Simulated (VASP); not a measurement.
The system is AlN.

```
Al N
1.0
     0.00000    2.76458    4.31591
     1.38314    0.00000    4.31591
     1.38314    2.76458    0.00000
Al N
2 2
Direct
  0.93677 0.93677 0.56323
  0.68677 0.68677 0.31323
  0.31323 0.31323 0.68677
  0.56323 0.56323 0.93677
```

The cell was built from a structure type or drawn by symmetry, and may not be a known phase.

| Item | Value |
| --- | --- |
| Program | VASP 6.6.1 |
| Task | relaxation of cell and atoms |
| Functional | PBE |
| Potentials or basis | VASP PAW PBE potentials, release 64 (Al, N) |
| Cutoff | 600 eV |
| k mesh | 8 × 8 × 8 |
| Occupations | gaussian, width 0.1 eV |
| Spin | no spin polarisation |

At the start: pressure 57.6 GPa; volume 8.25 Å³/atom.

**Question.** How do energy, volume and symmetry change on relaxing?

**Answer.** Over 10 steps the energy falls by 337.5 meV/atom and the volume is 9.76 Å³/atom (+18.3 %); space group Fdd2 (No. 43, to 0.1 Å) before and after.

The path:
| step | energy change (eV) | largest force (eV/Å) | pressure (GPa) | volume (Å³) |
| --- | --- | --- | --- | --- |
| 1 | 0.0000 | 1.8886 | 57.64 | 33.01 |
| 2 | 0.0644 | 0.7897 | -29.50 | 49.10 |
| 3 | -1.2605 | 0.6130 | -2.11 | 39.67 |
| 4 | -1.2641 | 0.5741 | -0.67 | 39.40 |
| 5 | -1.2646 | 0.5540 | 0.06 | 39.26 |
| 6 | -1.3320 | 0.0623 | -2.84 | 39.74 |
| 7 | -1.3416 | 0.0951 | -2.27 | 39.62 |
| 8 | -1.3478 | 0.0023 | 0.97 | 38.97 |
| 9 | -1.3478 | 0.0067 | 0.65 | 39.03 |
| 10 | -1.3500 | 0.0321 | 0.24 | 39.05 |

Final structure:
```
Al N
1.0
     0.00000    2.81902    4.83646
     1.43193    0.00000    4.83646
     1.43193    2.81902    0.00000
Al N
2 2
Direct
  0.93352 0.93352 0.56648
  0.68352 0.68352 0.31648
  0.31648 0.31648 0.68352
  0.56648 0.56648 0.93352
```

Caveat: the volume moved by over 15 % at a fixed basis, so the end points are rough.
